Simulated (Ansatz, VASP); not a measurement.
# One calculation of ZnS, two programs

```
CELL_PARAMETERS angstrom
0.00000 2.73493 2.69451
2.73493 0.00000 2.69451
2.73493 2.73493 0.00000
ATOMIC_POSITIONS crystal
Zn 0.00000 0.00000 0.00000
S 0.75000 0.75000 0.75000
```

Change from the starting cell: strain +0.015 along x and y, +0.000 along z, atoms carried along.

Alike in both runs: task single point; functional r2SCAN; k mesh 8 × 8 × 8; occupations gaussian, width 0.05 eV; no spin polarisation.

|  | VASP | Ansatz |
| --- | --- | --- |
| version | VASP 6.6.1 | Ansatz 0.2.0 |
| potentials or method | VASP PAW PBE potentials, release 64 (Zn, S), cutoff 520 eV | scalar-relativistic, plane waves, PAW |
| valence electrons in the cell | 18 | 18 |

```tsv
	VASP	Ansatz	Ansatz less VASP
gap on the k mesh at the Fermi level (eV)	2.54	2.53	-0.008
least direct gap on the mesh (eV)	2.54	2.53	-0.008
pressure (GPa)	-2.2	-2.2	-0.02
traceless stress, the component that is largest in VASP (GPa)	0.42	0.43	+0.008
```

VASP's potentials were made for PBE, not for r2SCAN.
